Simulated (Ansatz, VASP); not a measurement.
Al: VASP beside Ansatz

Contents of POSCAR:

```
Al
1.0
   -1.5912186900      1.5912186900      1.5912186900
    1.5912186900     -1.5912186900      1.5912186900
    1.5912186900      1.5912186900     -1.5912186900
Al
1
Direct
    0.0000000000      0.0000000000      0.0000000000
```

Contents of INCAR.step1:

```
  PREC = Accurate
  ENCUT = 520
  EDIFF = 1E-5
  ISMEAR = -1
  SIGMA = 0.05
  LREAL = False
  LASPH = True
  NELM = 100
  ALGO = Normal
  ISIF = 2
  LWAVE = True
  LCHARG = False
  NBANDS = 8
  GGA = PE
```

File INCAR.step2:

```
  PREC = Accurate
  ENCUT = 520
  EDIFF = 1E-6
  ISMEAR = -1
  SIGMA = 0.05
  LREAL = False
  LASPH = True
  NELM = 100
  ALGO = Normal
  ISIF = 2
  LWAVE = False
  LCHARG = False
  GGA = PE
  LHFCALC = True
  HFSCREEN = 0.2079
  PRECFOCK = Normal
  NBANDS = 8
  ISTART = 1
```

File KPOINTS:

```
Automatic mesh
0
Gamma
  6 6 6
```

input

```
crystal:
  lattice:
    - [-1.59121869, 1.59121869, 1.59121869]
    - [1.59121869, -1.59121869, 1.59121869]
    - [1.59121869, 1.59121869, -1.59121869]
  atoms:
    - { symbol: Al, position: [0.0, 0.0, 0.0] }
hamiltonian:
  xc: hse06
  pseudopotentials: { kind: paw }
kpoints:
  mp_grid: { grid: [6, 6, 6] }
  band_path:
    path:
      - [[0.0, 0.0, 0.0], [0.5, -0.5, 0.5], [0.0, 0.0, 0.5], [0.0, 0.0, 0.0], [0.25, 0.25, 0.25], [0.5, -0.5, 0.5]]
      - [[0.25, 0.25, 0.25], [0.0, 0.0, 0.5]]
    npoints: 4
scf:
  occupations: { method: fermi_dirac, width: 0.05 }
  n_extra_bands: 6
output:
  forces: true
  stress: true
  eigenvalues: true
  fatbands: false
  write_density: true
  write_potential: true
  elf: true
  volumetric_format: npy
```

Alike in both runs: functional HSE06; k mesh 6 × 6 × 6; occupations fermi-dirac, width 0.05 eV; no spin polarisation.

```csv
,VASP,Ansatz
version,VASP 6.6.1,Ansatz 0.2.0
potentials or method,"VASP PAW PBE potentials, release 64 (Al)",Ansatz PAW
plane-wave cutoff (eV),520,420
valence electrons in the cell,3,3
task,single point,band structure
```

```csv
,VASP,Ansatz,Ansatz less VASP
gap on the k mesh at the Fermi level (eV),none,none,-
pressure (GPa),3.6,3.5,-0.06
```

A gap of «none» marks a metal or a gap that the smearing closes.

The k mesh is coarse, so the values compare programs but aren't converged.
